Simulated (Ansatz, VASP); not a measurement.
One calculation of Si2Ge, two programs

```
CELL_PARAMETERS angstrom
-2.38607 2.38607 2.54859
2.38607 -2.38607 2.54859
2.38607 2.38607 -2.54859
ATOMIC_POSITIONS crystal
Si 0.75000 0.25000 0.50000
Si 0.25000 0.75000 0.50000
Ge 0.00000 0.00000 0.00000
```

Alike in both runs: functional PBE; k mesh 6 × 6 × 6; occupations gaussian, width 0.2 eV; no spin polarisation.

Ansatz relaxed the structure, and its values are those at the end. VASP's run is a single point on that final structure, the one shown.

```csv
,VASP,Ansatz
version,VASP 6.6.1,Ansatz 0.2.0
potentials or method,"VASP PAW PBE potentials, release 64 (Si, Ge_d), cutoff 500 eV","scalar-relativistic, plane waves, PAW"
valence electrons in the cell,22,22
```

|  | VASP | Ansatz | Ansatz less VASP |
| --- | --- | --- | --- |
| gap on the k mesh at the Fermi level (eV) | none | none | - |
| pressure (GPa) | 0.0 | 0.0 | +0.02 |

A gap of «none» marks a metal or a gap that the smearing closes. With one functional, cell and mesh, what is left measures potentials, basis and numerics.
